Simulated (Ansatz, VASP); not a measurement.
Sn5As3: VASP beside Ansatz

```xyz
8
Lattice="5.9268 0.0000 0.0000 0.0000 5.9268 0.0000 0.0000 0.0000 5.9268" Properties=species:S:1:pos:R:3 pbc="T T T"
Sn    0.0000    0.0000    0.0000
Sn    2.9634    0.0000    0.0000
Sn    2.9634    2.9634    2.9634
Sn    0.0000    2.9634    0.0000
Sn    0.0000    0.0000    2.9634
As    2.9634    0.0000    2.9634
As    2.9634    2.9634    0.0000
As    0.0000    2.9634    2.9634
```

Alike in both runs: functional PBE; k mesh 3 × 3 × 3; occupations gaussian, width 0.2 eV; no spin polarisation.

Ansatz relaxed the structure, and its values are those at the end. VASP's run is a single point on that final structure, the one shown.

|  | VASP | Ansatz |
| --- | --- | --- |
| version | VASP 6.6.1 | Ansatz 0.2.0 |
| potentials or method | VASP PAW PBE potentials, release 64 (Sn_d, As), cutoff 520 eV | scalar-relativistic, plane waves, PAW |
| valence electrons in the cell | 85 | 115 |

|  | VASP | Ansatz | Ansatz less VASP |
| --- | --- | --- | --- |
| gap on the k mesh at the Fermi level (eV) | none | none | - |
| pressure (GPa) | -0.1 | -0.1 | -0.01 |

A gap of «none» marks a metal or a gap that the smearing closes. VASP's potentials hold 85 valence electrons a cell and Ansatz's 115, so a difference there can come from the potentials and not from the codes.
